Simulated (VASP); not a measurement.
Ti: single point with PBE

The system is Ti.

```
Ti
1.0
     0.00000    1.94868    2.10516
     1.94868    0.00000    2.10516
     1.94868    1.94868    0.00000
Ti
1
Cartesian
  0.0000 0.0000 0.0000
```

This cell differs from its parent crystal: volume 15.988 Å^3 an atom, c/a of the conventional cell 1.0803.

| Quantity | Value |
| --- | --- |
| Program | VASP 6.6.1 |
| Task | single point |
| Functional | PBE |
| Potentials or basis | VASP PAW PBE potentials, release 64 (Ti_sv) |
| Cutoff | 520 eV |
| k mesh | 20 × 20 × 20 |
| Occupations | gaussian, width 0.15 eV |
| Spin | no spin polarisation |
| Dipole correction | no |
| Further INCAR settings | ALGO = Normal; EDIFF = 1e-07; NBANDS = 12 |

The pressure is 9.9 GPa and the band gap on the k mesh is zero (band 6 reaches 9.87 eV, above the bottom of band 7 at 8.45 eV).

Stress tensor (GPa, compression positive):
```
10.72  0.00  0.00
 0.00 10.72  0.00
 0.00  0.00  8.35
```

Levels at points of the mesh, in eV from the Fermi level:
```
           k point  band 2  band 3  band 4  band 5  band 6  band 7  band 8  band 9  band 10  band 11
(0.00, 0.00, 0.00)  -32.32  -32.30  -32.30   -6.26    0.50    1.20    1.20    2.32     3.14    15.83
(0.50, 0.00, 0.00)  -33.19  -32.46  -32.36   -2.76    0.46    0.90    1.18    3.82     4.10     9.12
(0.50, 0.50, 0.00)  -33.10  -32.53  -32.53   -2.86   -1.81    2.31    4.01    4.25     4.25    10.63
(0.50, 0.00, 0.50)  -33.13  -32.71  -32.58   -2.85   -1.95    3.79    3.90    3.99     4.55    11.85
```

Wall time 40 s on 1 thread of Intel(R) Xeon(R) 6975P-C (Granite Rapids) (shared host), peak memory 0.23 GiB.
